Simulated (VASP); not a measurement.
**NbB3: relaxation of cell and atoms with PBE**

NbB3:

```
Nb B
1.0
     3.31359    0.00000    0.00000
     0.00000    3.31359    0.00000
     0.00000    0.00000    3.31359
Nb B
1 3
Direct
  0.00000 0.00000 0.00000
  0.00000 0.50000 0.50000
  0.50000 0.00000 0.50000
  0.50000 0.50000 0.00000
```

- Program: VASP 6.6.1
- Task: relaxation of cell and atoms
- Functional: PBE
- Potentials or basis: VASP PAW PBE potentials, release 64 (Nb_sv, B)
- Cutoff: 600 eV
- k mesh: 14 × 14 × 14
- Occupations: gaussian, width 0.1 eV
- Spin: no spin polarisation
- Dipole correction: no
- Further INCAR settings: ALGO = Normal; EDIFF = 1e-06; IBRION = 2; EDIFFG = -0.01; NSW = 100; ISIF = 3

| Item | Value |
| --- | --- |
| Pressure after relaxing | 0.0 GPa |
| Band gap on the k mesh | zero (band 11 reaches 11.81 eV, above the bottom of band 12 at 9.92 eV) |

Final structure:
```xyz
4
Lattice="3.3136 0.0000 0.0000 0.0000 3.3136 0.0000 0.0000 0.0000 3.3136" Properties=species:S:1:pos:R:3 pbc="T T T"
Nb    0.0000    0.0000    0.0000
B     0.0000    1.6568    1.6568
B     1.6568    0.0000    1.6568
B     1.6568    1.6568    0.0000
```

Levels at points of the mesh, in eV from the Fermi level:
```csv
k point,band 9,band 10,band 11,band 12,band 13,band 14
"(0.00, 0.00, 0.00)",-3.67,-3.67,0.41,0.41,0.41,2.63
"(0.50, 0.00, 0.00)",-5.14,-0.66,0.34,0.34,0.73,1.17
"(0.50, 0.50, 0.00)",-3.80,-3.80,0.48,0.55,1.46,2.86
"(0.50, 0.50, 0.50)",-4.32,-4.32,-4.32,2.36,2.36,6.22
```

Run time: 120 s on 1 thread of AMD EPYC 7R13, on a shared host, peak memory 0.19 GiB.

Caveat: the relaxation stopped at its first step, so nothing moved.
